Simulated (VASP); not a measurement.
Here is a VASP 6.6.1 calculation.

File INCAR:

```
SYSTEM = SiC
PREC     = Accurate       ! precision mode
ENCUT    = 600            ! plane-wave cutoff, eV
EDIFF    = 1E-6           ! SCF threshold, eV
ISMEAR   = 0              ! smearing method
SIGMA    = 0.05           ! smearing width, eV
LREAL    = .False.        ! projectors in reciprocal space
LASPH    = .True.         ! aspherical terms in the spheres
NELM     = 120            ! most SCF steps
ALGO     = Normal         ! electronic algorithm
ISIF     = 2              ! what is computed and relaxed
LWAVE    = .False.        ! write WAVECAR
LCHARG   = .False.        ! write CHGCAR
GGA      = PE             ! functional
NBANDS   = 26             ! bands
GGA_COMPAT= .False.
```

KPOINTS

```
Automatic mesh
0
Gamma
  10 10 3
  0 0 0
```

POSCAR

```
SiC
1.0
   -3.0759982064      0.0000000000      0.0000000000
   -1.5379991032     -2.6638925888      0.0000000000
    0.0000000000      0.0000000000     14.5960000000
Si C
4 4
Direct
    0.3333333333      0.3333333333      0.4521964922
    0.3333333333      0.3333333333      0.1063483146
    0.6666666667      0.6666666667      0.6251205810
    0.6666666667      0.6666666667      0.2792724034
    0.3333333333      0.3333333333      0.5853480406
    0.3333333333      0.3333333333      0.2394998630
    0.6666666667      0.6666666667      0.0665757742
    0.6666666667      0.6666666667      0.4124239518
```

Potentials or basis: VASP PAW PBE potentials, release 64 (Si, C).

Launch:

```console
$ cat potpaw_PBE.64/Si/POTCAR potpaw_PBE.64/C/POTCAR > POTCAR
$ mpirun -np 1 vasp_std > vasp.out
```

(1) Predict the largest force.

(2) What does it give for the pressure?

(3) Estimate the band gap on the k mesh.

Answers

(1) 2.230 eV/Å.

(2) 2.2 GPa.

(3) zero (band 16 reaches 4.68 eV, above the bottom of band 17 at 4.45 eV).

Caveat: forces of over 1 eV/Å act on the atoms, so gaps and moduli don't describe the material at rest.
